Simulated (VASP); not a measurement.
Runs of VASP 6.6.1 on KI. The structure is that of space group Pm-3m (No. 221), or close to it. The cells are those of the table. 

```tsv
level	cell	k mesh	cutoff (eV)	smearing	grid for exact exchange (PRECFOCK)	screening parameter	gap on the mesh (eV)	pressure (GPa)
r2SCAN	a = 4.333 Å, angles 88.9°, 2 atoms	6 × 6 × 6	550	gaussian 0.01 eV	-	-	3.97	(b)
HSE06	a = 4.204, b = 4.291, c = 4.291 Å, 2 atoms	4 × 4 × 4	400	gaussian 0.01 eV	Normal	0.2079 1/Å	4.27	0.6
HSE06	a = 4.333 Å, angles 88.9°, 2 atoms	4 × 4 × 4	400	gaussian 0.01 eV	Normal	0.2079 1/Å	4.23	-0.1
r2SCAN	a = 4.204, b = 4.291, c = 4.291 Å, 2 atoms	6 × 6 × 6	550	gaussian 0.01 eV	-	-	4.01	(a)
PBE	a = 4.204, b = 4.291, c = 4.291 Å, 2 atoms	6 × 6 × 6	500	fermi-dirac 0.02 eV	-	-	3.30	0.8
```

Alike in all rows: task single point; potentials or basis VASP PAW PBE potentials, release 64 (K_sv, I); no spin polarisation.

Fill in the values left out.

(a) 0.3; (b) -0.4.

Caveats: spin-orbit coupling is left out, which moves the levels of the heavy elements; the PAW data sets were made with another functional, which shifts forces and pressure a little (some runs).

A k mesh can miss the band edges, and the runs leave out spin-orbit coupling on I.
